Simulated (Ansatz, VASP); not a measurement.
Two plane-wave programs on CdSiN2

The input POSCAR:

```
CdSiN2
1.0
    3.1499393445      0.0000000000      0.0000000000
    0.0000000000      3.1499393445      0.0000000000
    0.0000000000      0.0000000000     10.5181992429
Cd N Si
2 4 2
Direct
    0.5000000000      0.0000000000      0.8616232094
    0.0000000000      0.5000000000      0.1383767906
    0.5000000000      0.5000000000      0.0000000000
    0.0000000000      0.0000000000      0.3247102099
    0.5000000000      0.5000000000      0.5000000000
    0.0000000000      0.0000000000      0.6752897901
    0.5000000000      0.0000000000      0.3956755403
    0.0000000000      0.5000000000      0.6043244597
```

INCAR.step1

```
SYSTEM = CdSiN2
ALGO = Normal
EDIFF = 1E-5
ENCUT = 770
GGA = PE
GGA_COMPAT = .FALSE.
ISMEAR = -1
LASPH = .TRUE.
LCHARG = .FALSE.
LREAL = .FALSE.
LWAVE = .TRUE.
NBANDS = 44
NELM = 120
PREC = Accurate
SIGMA = 0.02
```

Contents of INCAR.step2:

```
SYSTEM = CdSiN2
ALGO = Normal
EDIFF = 1E-6
ENCUT = 770
GGA_COMPAT = .FALSE.
ISIF = 2
ISMEAR = -1
ISTART = 1
LASPH = .TRUE.
LCHARG = .TRUE.
LELF = .TRUE.
LMIXTAU = .TRUE.
LREAL = .FALSE.
LVHAR = .TRUE.
LWAVE = .FALSE.
METAGGA = R2SCAN
NBANDS = 44
NELM = 120
PREC = Accurate
SIGMA = 0.02
```

Contents of KPOINTS:

```
k-points
0
G
  8 8 2
  0 0 0
```

Input for Ansatz:

```yaml
crystal:
  lattice:
    - [3.1499393445, 0.0, 0.0]
    - [0.0, 3.1499393445, 0.0]
    - [0.0, 0.0, 10.5181992429]
  atoms:
    - { symbol: Cd, position: [0.5, 0.0, 0.8616232094] }
    - { symbol: "N", position: [0.5, 0.5, 0.0] }
    - { symbol: Cd, position: [0.0, 0.5, 0.1383767906] }
    - { symbol: "N", position: [0.0, 0.0, 0.3247102099] }
    - { symbol: Si, position: [0.5, 0.0, 0.3956755403] }
    - { symbol: "N", position: [0.5, 0.5, 0.5] }
    - { symbol: Si, position: [0.0, 0.5, 0.6043244597] }
    - { symbol: "N", position: [0.0, 0.0, 0.6752897901] }
kpoints:
  mp_grid: { grid: [8, 8, 2] }
hamiltonian:
  xc: r2scan
scf:
  occupations: { method: fermi_dirac, width: 0.02 }
  n_extra_bands: 6
output:
  forces: true
  stress: true
  eigenvalues: true
```

Alike in both runs: task single point; functional r2SCAN; k mesh 8 × 8 × 2; occupations fermi-dirac, width 0.02 eV; no spin polarisation.

```csv
,VASP,Ansatz
version,VASP 6.6.1,Ansatz 0.2.0
potentials or method,"VASP PAW PBE potentials, release 64 (Cd_sv_GW, N, Si)","plane waves, PAW"
plane-wave cutoff (eV),770,500
valence electrons in the cell,68,68
```

VASP gave:

| Property | Result |
| --- | --- |
| pressure (GPa) | -9.3 |
| rms of the force components (eV/Å) | 0.163 |

Which values does Ansatz return?

Pressure (GPa): -9.2; rms of the force components (eV/Å): 0.162.

VASP's potentials were made for PBE, not for r2SCAN.
